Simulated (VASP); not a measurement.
# Bi (R-3m) in VASP: settings compared, part 2 of 2

VASP 6.6.1. The steps go on from the part before.

**4. Single point, LDA**

This run uses another cell than the first one, of 35.07 Å³/atom, 0.962 times its volume.

Input file INCAR:

```
ALGO = Normal
EDIFF = 1E-6
ENCUT = 520
ISIF = 2
ISMEAR = -1
LASPH = True
LCHARG = True
LELF = True
LREAL = False
LVHAR = True
LWAVE = False
NBANDS = 22
NELM = 100
PREC = Accurate
SIGMA = 0.05
```

Input file KPOINTS:

```
k-points
0
Gamma
  7 7 7
```

Input file POSCAR:

```
Bi
1.0
    2.2675000000      1.3091417354      3.9380000000
   -2.2675000000      1.3091417354      3.9380000000
    0.0000000000     -2.6182834708      3.9380000000
Bi
2
Direct
    0.7660000000      0.7660000000      0.7660000000
    0.2340000000      0.2340000000      0.2340000000
```

Potentials or basis: VASP PAW LDA potentials, release 64 (Bi_d).

Run with:

```console
cat potpaw_LDA.64/Bi_d/POTCAR > POTCAR
mpirun -np 1 vasp_std > vasp.out
```

OUTCAR:

```text
EDIFF = 1E-6
   ENCUT = 520
   ISIF = 2
   ISMEAR = -1
   LASPH = True
   LREAL = False
   NELM = 100
   PREC = Accurate

 ion  position               nearest neighbor table
   1  0.766  0.766  0.766-   2 3.06   2 3.06   2 3.06   2 3.52   2 3.52   2 3.52
   2  0.234  0.234  0.234-   1 3.06   1 3.06   1 3.06   1 3.52   1 3.52   1 3.52

  LATTYP: Found a trigonal (rhomboedric) cell.
 ALAT       =     4.7289800521
 COS(alpha) =     0.5401781303

  Lattice vectors:

 A1 = (   2.2675000000,   1.3091417354,   3.9380000000)
 A2 = (  -2.2675000000,   1.3091417354,   3.9380000000)
 A3 = (   0.0000000000,  -2.6182834708,   3.9380000000)

Analysis of symmetry for initial positions (statically):
=====================================================================
 Subroutine PRICEL returns:
 Original cell was already a primitive cell.

 Routine SETGRP: Setting up the symmetry group for a
 trigonal (rhombohedral) supercell.

 Subroutine GETGRP returns: Found 12 space group operations
 (whereof 12 operations were pure point group operations)
 out of a pool of 12 trial point group operations.

The static configuration has the point symmetry D_3d.
[... 156 lines left out ...]
  free energy    TOTEN  =        -9.13341029 eV

  energy without entropy =       -9.13207215  energy(sigma->0) =       -9.13274122

 E-fermi :   6.0169     XC(G=0):  -9.8141

 val. band max:        5.8608219228   @ k =   0.4286   0.2857   0.2857
 cond. band min:       6.1310386574   @ k =   0.4286  -0.0000   0.0000
 fundamental gap:      0.2702167346
 Fermi energy:         6.0168881061

 k-point     1 :       0.0000    0.0000    0.0000
  band No.  band energies     occupation
      1     -16.7651      2.00000
      2     -16.7651      2.00000
      3     -16.6084      2.00000
      4     -16.6084      2.00000
      5     -16.5926      2.00000
      6     -16.4206      2.00000
[... 589 lines left out ...]
     21      14.2993      0.00000
     22      15.0745      0.00000

 [... further k-points ...]

------------------------ aborting loop because EDIFF is reached ----------------------------------------

  FORCE on cell =-STRESS in cart. coord.  units (eV):
  Direction    XX          YY          ZZ          XY          YZ          ZX
  --------------------------------------------------------------------------------------
  -------------------------------------------------------------------------------------
  Total       -0.6311829     -0.6311829     -0.7086523      0.0000000      0.0000000      0.0000000
  in kB      -14.4179945    -14.4179945    -16.1876141      0.0000000      0.0000000      0.0000000
  external PRESSURE =     -15.0078677 kB  Pullay stress =       0.0000000 kB

 VOLUME and BASIS-vectors are now :
 -----------------------------------------------------------------------------
  energy-cutoff  :      520.00
  volume of cell :       70.14
      direct lattice vectors                 reciprocal lattice vectors
     2.267500000  1.309141735  3.938000000     0.220507166  0.127309872  0.084645336
    -2.267500000  1.309141735  3.938000000    -0.220507166  0.127309872  0.084645336
     0.000000000 -2.618283471  3.938000000     0.000000000 -0.254619744  0.084645336

 POSITION                                       TOTAL-FORCE (eV/Angst)
 -----------------------------------------------------------------------------------
      0.00000      0.00000      9.04952         0.000000      0.000000     -0.068678
      0.00000      0.00000      2.76448         0.000000      0.000000      0.068678
 -----------------------------------------------------------------------------------
    total drift:                               -0.000000      0.000000     -0.000000

  FREE ENERGIE OF THE ION-ELECTRON SYSTEM (eV)
  ---------------------------------------------------
  free  energy   TOTEN  =        -9.1334102867 eV

  energy  without entropy=       -9.1320721522  energy(sigma->0) =       -9.13274122
```

stdout:

```text
POSCAR found type information on POSCAR Bi
 POSCAR found :  1 types and       2 ions
 scaLAPACK will be used
 LDA part: xc-table for (Slater(with rela. corr.)+CA(PZ))
 , standard interpolation
 POSCAR, INCAR and KPOINTS ok, starting setup
 FFT: planning ... GRIDC
 FFT: planning ... GRID_SOFT
 FFT: planning ... GRID
 WAVECAR not read
 entering main loop
```

It took 48 s on 1 thread of Intel Xeon Platinum 8488C (Sapphire Rapids), shared host; peak memory 0.19 GiB.

Results:

| Quantity | Value |
| --- | --- |
| Free energy | -9.1334 eV |
| Pressure | -1.5 GPa |
| Largest force | 0.069 eV/Å |
| Band gap on the k mesh | 0.27 eV, indirect (least direct gap 0.53 eV) |

Forces on the atoms (eV/Å):
```
Bi   0.000  0.000 -0.069
Bi   0.000  0.000  0.069
```

Caveat: spin-orbit coupling is left out, which moves the levels of the heavy elements.

**5. Single point, HSE06**

This run uses another cell than the first one, of 33.67 Å³/atom, 0.923 times its volume.

Input file POSCAR:

```
Bi
1.0
    2.2368543514      1.2914484619      3.8847772595
   -2.2368543514      1.2914484619      3.8847772595
    0.0000000000     -2.5828969239      3.8847772595
Bi
2
Direct
    0.7660000000      0.7660000000      0.7660000000
    0.2340000000      0.2340000000      0.2340000000
```

Input file INCAR.step1:

```
SYSTEM = Bi
  ALGO = Normal
  EDIFF = 1E-5
  ENCUT = 520
  GGA = PE
  ISIF = 2
  ISMEAR = -1
  LASPH = .True.
  LCHARG = .False.
  LREAL = .False.
  LWAVE = .True.
  NBANDS = 22
  NELM = 100
  PREC = Accurate
  SIGMA = 0.05
```

Input file INCAR.step2:

```
SYSTEM = Bi
  ALGO = Normal
  EDIFF = 1E-6
  ENCUT = 520
  GGA = PE
  HFSCREEN = 0.2079
  ISIF = 2
  ISMEAR = -1
  ISTART = 1
  LASPH = .True.
  LCHARG = .False.
  LHFCALC = .True.
  LREAL = .False.
  LWAVE = .False.
  NBANDS = 22
  NELM = 100
  PREC = Accurate
  PRECFOCK = Normal
  SIGMA = 0.05
```

Input file KPOINTS:

```
k-points
0
Gamma
  4 4 4
  0 0 0
```

Potentials or basis: VASP PAW PBE potentials, release 64 (Bi_d).

Run with:

```console
cat potpaw_PBE.64/Bi_d/POTCAR > POTCAR
cp INCAR.step1 INCAR
mpirun -np 1 vasp_std > vasp.out
cp INCAR.step2 INCAR
mpirun -np 1 vasp_std > vasp.out
```

Run time: 41 min. Hardware: 1 thread of Intel Xeon Platinum 8488C (Sapphire Rapids), shared host; peak memory 0.32 GiB.

The run converged, but its numbers aren't listed here, since they failed a check.

Caveat: the k points lie up to 0.43 Å⁻¹ apart; the mesh shows a gap though the element is a metal; the PAW data sets were made with another functional, which shifts forces and pressure a little; spin-orbit coupling is left out, which moves the levels of the heavy elements.

**6. Relaxation of cell and atoms, PBEsol, target pressure 30 GPa, at which the enthalpy is minimised**

This run uses another cell than the first one, of 35.07 Å³/atom, 0.962 times its volume.

Input file INCAR:

```
  ALGO = Normal
  EDIFF = 1E-6
  EDIFFG = -0.01
  ENCUT = 600
  GGA = PS
  IBRION = 2
  ISIF = 3
  ISMEAR = -1
  LASPH = T
  LCHARG = F
  LREAL = F
  LWAVE = F
  NELM = 80
  NSW = 80
  PREC = Accurate
  PSTRESS = 300.0
  SIGMA = 0.05
```

Input file KPOINTS:

```
k-points
0
Gamma
  7 7 7
```

Input file POSCAR:

```
Bi
1.0
    2.2675000000      1.3091417354      3.9380000000
   -2.2675000000      1.3091417354      3.9380000000
    0.0000000000     -2.6182834708      3.9380000000
Bi
2
Direct
    0.7660000000      0.7660000000      0.7660000000
    0.2340000000      0.2340000000      0.2340000000
```

Potentials or basis: VASP PAW PBE potentials, release 64 (Bi_d).

Run with:

```console
cat potpaw_PBE.64/Bi_d/POTCAR > POTCAR
mpirun -np 1 vasp_std > vasp.out
```

It took 29 min on 1 thread of Intel Xeon Platinum 8375C at 2.90GHz (Ice Lake), shared host; peak memory 0.29 GiB.

It converged, with:

- Free energy: -7.2963 eV
- Relaxed volume: 23.00 Å³/atom
- Relaxed cell: a = 5.514 Å, b = 5.514 Å, c = 5.514 Å, α = 33.71°, β = 33.71°, γ = 33.71°
- Space group after relaxing (to 0.05 Å): Fm-3m (No. 225)
- Energy change on relaxing (the enthalpy is what falls): +664.1 meV/atom
- Ionic steps: 51
- Pressure after relaxing: 30.0 GPa
- Largest force after relaxing: 0.006 eV/Å
- Band gap on the k mesh: zero (band 15 reaches 17.72 eV, above the bottom of band 16 at 9.37 eV)

Forces in eV/Å, atoms in the order of the input:
```
Bi   0.000  0.000 -0.006
Bi   0.000  0.000  0.006
```

Step by step:
```tsv
step	energy change (eV)	largest force (eV/Å)	pressure (GPa)	volume (Å³)
1	0.0000	0.1348	-0.37	70.14
3	0.5826	1.4349	17.17	56.42
5	1.3119	2.1829	30.66	51.41
7	1.2681	0.7559	30.98	50.27
9	1.4200	0.1600	33.51	49.24
11	1.2149	0.0829	29.80	50.28
13	1.3167	0.1177	31.66	49.75
15	1.2272	0.0609	29.96	50.21
17	1.1902	0.0281	29.29	50.40
19	1.2259	0.0148	29.94	50.21
21	1.2321	0.0425	29.88	50.16
23	1.2911	0.2397	30.03	49.72
25	1.9769	2.0798	41.08	44.49
27	2.1057	2.5626	43.07	44.20
29	2.2835	2.8187	46.56	43.47
31	2.6271	3.2024	53.42	42.24
33	2.5386	3.0826	51.79	42.47
35	2.1698	2.5987	45.13	43.52
37	1.1060	1.1247	24.67	47.92
39	1.2112	1.2015	26.95	47.27
41	1.3068	0.6847	29.24	46.34
43	1.4426	0.2939	32.06	45.50
45	1.2655	0.0207	28.66	46.35
47	1.3250	0.0109	29.92	46.02
49	1.3305	0.0152	30.01	45.99
51	1.3282	0.0060	29.97	46.01
```

Final structure:
```yaml
crystal:
  lattice:
    - [1.59874, 0.92303, 5.19588]
    - [-1.59874, 0.92303, 5.19588]
    - [0.00000, -1.84607, 5.19588]
  atoms:
    - { symbol: Bi, position: [0.75004, 0.75004, 0.75004] }
    - { symbol: Bi, position: [0.24996, 0.24996, 0.24996] }
```

Levels at points of the mesh, in eV from the Fermi level:
| k point | band 12 | band 13 | band 14 | band 15 | band 16 | band 17 | band 18 | band 19 |
| --- | --- | --- | --- | --- | --- | --- | --- | --- |
| (0.00, 0.00, 0.00) | -11.30 | -7.32 | 4.78 | 4.78 | 7.20 | 7.20 | 7.34 | 8.24 |

Caveat: the cell is relaxed towards a set pressure, so the enthalpy falls and the energy may rise; the volume moved by over 15 % at a fixed basis, so the end points are rough; the PAW data sets were made with another functional, which shifts forces and pressure a little; spin-orbit coupling is left out, which moves the levels of the heavy elements.

**7. The runs side by side**

| task | level | potentials or basis | cell | cutoff (eV) | gap on the mesh (eV) | pressure (GPa) | largest force (eV/Å) |
| --- | --- | --- | --- | --- | --- | --- | --- |
| single point | LDA | VASP PAW LDA potentials, release 64 (Bi_d) | a = 4.791 Å, angles 57.3°, 2 atoms | 520 | 0.25 | -3.2 | 0.10 |
| single point | LDA | VASP PAW LDA potentials, release 64 (Bi_d) | a = 4.822 Å, angles 57.3°, 2 atoms | 520 | 0.24 | -3.8 | 0.17 |
| single point | LDA | VASP PAW LDA potentials, release 64 (Bi_d) | a = 4.729 Å, angles 57.3°, 2 atoms | 520 | 0.27 | -1.5 | 0.07 |
| relaxation of cell and atoms | PBEsol | VASP PAW PBE potentials, release 64 (Bi_d) | relaxed to 30 GPa from a = 4.729 Å, angles 57.3°, 2 atoms | 600 | none | 30.0 | 0.01 |

Alike in all rows: no spin polarisation; k mesh 7 × 7 × 7; smearing fermi-dirac 0.05 eV.

Caveats: spin-orbit coupling is left out, which moves the levels of the heavy elements; the cell is relaxed towards a set pressure, so the enthalpy falls and the energy may rise (some runs); the volume moved by over 15 % at a fixed basis, so the end points are rough (some runs); the PAW data sets were made with another functional, which shifts forces and pressure a little (some runs).

Total energies depend on the potentials used, so only differences within one code and one set of settings carry meaning.
